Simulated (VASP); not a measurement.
# HfC (CsCl type) (Pm-3m) in VASP: notebook

HfC (CsCl type) is run at these levels: PBE; tasks: single point.

All numbers are computed with VASP 6.6.1; they aren't measurements. Logs are shortened: lines on timing, memory, paths and dates and some standing lists are left out, and cuts for length are marked.

**1. The cell of the first run**

Symmetry: Pm-3m, No. 221, cubic system. Conventional cell: a = 2.601 Å, b = 2.601 Å, c = 2.601 Å, α = 90.00°, β = 90.00°, γ = 90.00°. Hf (site symmetry m-3m) has 8 C at 2.25 Å and 6 Hf at 2.60 Å within 3.0 Å. C (site symmetry m-3m) has 8 Hf at 2.25 Å and 6 C at 2.60 Å within 3.0 Å.

**2. Single point, PBE (volume scaled by 0.72)**

The input, INCAR:

```
ALGO = Normal
EDIFF = 1E-7
ENCUT = 520
GGA = PE
ISIF = 2
ISMEAR = -1
LASPH = True
LCHARG = False
LREAL = False
LWAVE = False
NBANDS = 14
NELM = 100
PREC = Accurate
SIGMA = 0.08
```

The input, KPOINTS:

```
k-points
0
Gamma
  14 14 14
```

The input, POSCAR:

```
HfC
1.0
    2.6005187302      0.0000000000      0.0000000000
    0.0000000000      2.6005187302      0.0000000000
    0.0000000000      0.0000000000      2.6005187302
Hf C
1 1
Direct
    0.0000000000      0.0000000000      0.0000000000
    0.5000000000      0.5000000000      0.5000000000
```

Potentials or basis: VASP PAW PBE potentials, release 64 (Hf_pv, C).

Run with:

```sh
> cat potpaw_PBE.64/Hf_pv/POTCAR potpaw_PBE.64/C/POTCAR > POTCAR
> mpirun -np 1 vasp_std > vasp.out
```

OUTCAR:

```text
EDIFF = 1E-7
   ENCUT = 520
   GGA = PE
   ISIF = 2
   ISMEAR = -1
   LASPH = True
   LREAL = False
   NELM = 100
   PREC = Accurate

 ion  position               nearest neighbor table
   1  0.000  0.000  0.000-   2 2.25   2 2.25   2 2.25   2 2.25   2 2.25   2 2.25   2 2.25   2 2.25

   2  0.500  0.500  0.500-   1 2.25   1 2.25   1 2.25   1 2.25   1 2.25   1 2.25   1 2.25   1 2.25

  LATTYP: Found a simple cubic cell.
 ALAT       =     2.6005187302

  Lattice vectors:

 A1 = (   2.6005187302,   0.0000000000,   0.0000000000)
 A2 = (   0.0000000000,   2.6005187302,   0.0000000000)
 A3 = (   0.0000000000,   0.0000000000,   2.6005187302)

Analysis of symmetry for initial positions (statically):
=====================================================================
 Subroutine PRICEL returns:
 Original cell was already a primitive cell.

 Routine SETGRP: Setting up the symmetry group for a
 simple cubic supercell.

 Subroutine GETGRP returns: Found 48 space group operations
 (whereof 48 operations were pure point group operations)
 out of a pool of 48 trial point group operations.

The static configuration has the point symmetry O_h .

Analysis of symmetry for dynamics (positions and initial velocities):
=====================================================================
 Subroutine PRICEL returns:
 Original cell was already a primitive cell.

 Routine SETGRP: Setting up the symmetry group for a
 simple cubic supercell.

 Subroutine GETGRP returns: Found 48 space group operations
 (whereof 48 operations were pure point group operations)
 out of a pool of 48 trial point group operations.

The dynamic configuration has the point symmetry O_h .

 Subroutine INISYM returns: Found 48 space group operations
 (whereof 48 operations are pure point group operations),
 and found     1 'primitive' translations

----------------------------------------------------------------------------------------

                                     Primitive cell

  volume of cell :      17.5865

  direct lattice vectors                    reciprocal lattice vectors
     2.600518730  0.000000000  0.000000000     0.384538665  0.000000000  0.000000000
     0.000000000  2.600518730  0.000000000     0.000000000  0.384538665  0.000000000
     0.000000000  0.000000000  2.600518730     0.000000000  0.000000000  0.384538665

  length of vectors
     2.600518730  2.600518730  2.600518730     0.384538665  0.384538665  0.384538665
[... 90 lines left out ...]
   TEBEG  =    0.0;   TEEND  =   0.0 temperature during run
   PSTRESS=    0.0 pullay stress
   NELECT =      14.0000    total number of electrons
   NUPDOWN=      -1.0000    fix difference up-down
   EMIN   =  10.00;   EMAX   =-10.00  energy-range for DOS
   EFERMI =   0.00;   METHOD = LEGACY
   ISMEAR =    -1;   SIGMA  =   0.08  broadening in eV -4-tet -1-fermi 0-gaus
   EFERMI_NEDOS =   21; number of points for ismear=-14 and -15
   IALGO  =     38    algorithm
   IMIX   =      4    mixing-type and parameters
     AMIX     =   0.40;   BMIX     =  1.00
     AMIX_MAG =   1.60;   BMIX_MAG =  1.00
  volume/ion in A,a.u.               =       8.79        59.34
  Fermi-wavevector in a.u.,A,eV,Ry     =   1.517251  2.867189 31.321313  2.302052
  Thomas-Fermi vector in A             =   2.626532
   LORBIT       =      0    0 simple, 1 ext, 2 COOP (PROOUT), +10 PAW based schemes
   GGA     = PE    functional components
   LHFCALC =     F    Hartree Fock is set to
   AEXX    =    0.0000 exact exchange contribution
   IVDW    =     0    specifies the selected vdW correction
   LEPSILON=     F    determine dielectric tensor
   LRPA    =     F    only Hartree local field effects (RPA)
 non-spin polarized calculation
  energy-cutoff  :      520.00
  volume of cell :       17.59
 maximum number of plane-waves:       484
 NGX is ok and might be reduce to    20
   NGX =  9   NGY =  9   NGZ =  9

 number of electron      14.0000000 magnetization

 Free energy of the ion-electron system (eV)
  ---------------------------------------------------
  ext. energy  EPLUGINS =         0.00000000
  ---------------------------------------------------
  free energy    TOTEN  =       -16.35073138 eV

  energy without entropy =      -16.32230448  energy(sigma->0) =      -16.33651793

 E-fermi :   9.6646     XC(G=0): -14.2668

 val. band max:        9.6443253615   @ k =   0.4286   0.2857   0.0714
 cond. band min:       9.6813975724   @ k =   0.4286   0.4286   0.1429
 fundamental gap:      0.0370722109
 Fermi energy:         9.6646143048

 k-point     1 :       0.0000    0.0000    0.0000
  band No.  band energies     occupation
      1     -19.1376      2.00000
      2     -19.1376      2.00000
      3     -19.1376      2.00000
      4      -4.9985      2.00000
      5       6.4680      2.00000
      6       6.4680      2.00000
      7      11.3191      0.00000
      8      11.3191      0.00000
      9      11.3191      0.00000
     10      18.2078      0.00000
     11      18.2078      0.00000
     12      18.2078      0.00000
     13      22.1619      0.00000
     14      24.2142      0.00000
[... 377 lines left out ...]
      1     -21.2634      2.00000
      2     -19.9856      2.00000
      3     -18.7879      2.00000
      4      -1.2887      2.00000
      5       3.8487      2.00000
      6       7.3420      2.00000
      7       9.0919      1.99845
      8       9.8160      0.26193
      9      15.7498      0.00000
     10      16.6536      0.00000
     11      18.7286      0.00000
     12      19.7605      0.00000
     13      23.7216      0.00000
     14      24.2687      0.00000

 [... further k-points ...]

------------------------ aborting loop because EDIFF is reached ----------------------------------------

  FORCE on cell =-STRESS in cart. coord.  units (eV):
  Direction    XX          YY          ZZ          XY          YZ          ZX
  --------------------------------------------------------------------------------------
  -------------------------------------------------------------------------------------
  Total       13.8446695     13.8446695     13.8446695     -0.0000000      0.0000000      0.0000000
  in kB     1261.2849624   1261.2849624   1261.2849624     -0.0000000      0.0000000      0.0000000
  external PRESSURE =    1261.2849624 kB  Pullay stress =       0.0000000 kB

 VOLUME and BASIS-vectors are now :
 -----------------------------------------------------------------------------
  energy-cutoff  :      520.00
  volume of cell :       17.59
      direct lattice vectors                 reciprocal lattice vectors
     2.600518730  0.000000000  0.000000000     0.384538665  0.000000000  0.000000000
     0.000000000  2.600518730  0.000000000     0.000000000  0.384538665  0.000000000
     0.000000000  0.000000000  2.600518730     0.000000000  0.000000000  0.384538665

 POSITION                                       TOTAL-FORCE (eV/Angst)
 -----------------------------------------------------------------------------------
      0.00000      0.00000      0.00000         0.000000      0.000000      0.000000
      1.30026      1.30026      1.30026         0.000000      0.000000      0.000000
 -----------------------------------------------------------------------------------
    total drift:                                0.000000      0.000000      0.000000

  FREE ENERGIE OF THE ION-ELECTRON SYSTEM (eV)
  ---------------------------------------------------
  free  energy   TOTEN  =       -16.3507313758 eV

  energy  without entropy=      -16.3223044820  energy(sigma->0) =      -16.33651793
```

OSZICAR:

```text
N       E                     dE             d eps       ncg     rms          rms(c)
DAV:   1     0.309899267143E+02    0.30990E+02   -0.75326E+03  3384   0.100E+03
DAV:   2    -0.182700784075E+02   -0.49260E+02   -0.46392E+02  4240   0.217E+02
DAV:   3    -0.195357769532E+02   -0.12657E+01   -0.12554E+01  3858   0.255E+01
DAV:   4    -0.195386640165E+02   -0.28871E-02   -0.28866E-02  4110   0.148E+00
DAV:   5    -0.195386725524E+02   -0.85359E-05   -0.85372E-05  3878   0.664E-02    0.760E+01
DAV:   6    -0.164859951179E+02    0.30527E+01   -0.11810E+01  3696   0.198E+01    0.542E+01
DAV:   7    -0.163924198607E+02    0.93575E-01   -0.86056E-01  3738   0.611E+00    0.280E+01
DAV:   8    -0.163511174823E+02    0.41302E-01   -0.64763E-02  3814   0.199E+00    0.385E+00
DAV:   9    -0.163507409823E+02    0.37650E-03   -0.49167E-03  3906   0.524E-01    0.879E-01
DAV:  10    -0.163507301568E+02    0.10825E-04   -0.64763E-05  3794   0.676E-02    0.389E-01
DAV:  11    -0.163507313718E+02   -0.12149E-05   -0.17677E-05  3932   0.351E-02    0.183E-02
DAV:  12    -0.163507313758E+02   -0.40554E-08   -0.55216E-07  3852   0.638E-03
   1 F= -.16350731E+02 E0= -.16336518E+02  d E =-.284269E-01
```

Run time: 8.4 s. Hardware: 1 thread of Intel Xeon 6975P-C (Granite Rapids), shared host; peak memory 0.15 GiB.

What came out:

* Free energy: -16.3507 eV
* Pressure: 126.1 GPa
* Band gap on the k mesh: zero (band 7 reaches 11.32 eV, above the bottom of band 8 at 8.14 eV)

Caveat: spin-orbit coupling is left out, which moves the levels of the heavy elements.

**3. Single point, PBE (volume scaled by 0.72)**

The input, INCAR:

```
SYSTEM = HfC
PREC = Accurate
ENCUT = 520
EDIFF = 1E-6
ISMEAR = -1
SIGMA = 0.08
LREAL = .FALSE.
LASPH = .TRUE.
NELM = 80
ALGO = Normal
ISIF = 2
LWAVE = .FALSE.
LCHARG = .TRUE.
GGA = PE
LELF = .TRUE.
LVHAR = .TRUE.
NBANDS = 14
```

The input, KPOINTS:

```
regular mesh
0
G
  14 14 14
  0 0 0
```

POSCAR is that of step 2.

Potentials or basis: VASP PAW PBE potentials, release 64 (Hf_pv, C).

Run with:

```sh
> cat potpaw_PBE.64/Hf_pv/POTCAR potpaw_PBE.64/C/POTCAR > POTCAR
> mpirun -np 1 vasp_std > vasp.out
```

It took 8.5 s on 1 thread of Intel Xeon 6975P-C (Granite Rapids), shared host; peak memory 0.14 GiB.

Results (log left out):

| Item | Value |
| --- | --- |
| Free energy | -16.3507 eV |
| Pressure | 126.1 GPa |
| Band gap on the k mesh | zero (band 7 reaches 11.32 eV, above the bottom of band 8 at 8.14 eV) |

Levels at points of the mesh, in eV from the Fermi level:
```tsv
k point	band 4	band 5	band 6	band 7	band 8	band 9	band 10	band 11
(0.00, 0.00, 0.00)	-14.66	-3.20	-3.20	1.65	1.65	1.65	8.54	8.54
(0.50, 0.00, 0.00)	-9.33	-8.20	-1.78	-1.78	-1.41	9.54	9.62	10.79
(0.50, 0.50, 0.00)	-12.09	-2.55	-2.55	-1.21	2.31	3.84	3.84	7.74
(0.50, 0.50, 0.50)	-7.93	-7.93	-7.93	-7.27	13.31	13.50	13.50	13.50
```

Caveat: spin-orbit coupling is left out, which moves the levels of the heavy elements.

[end of part 1 of 2]
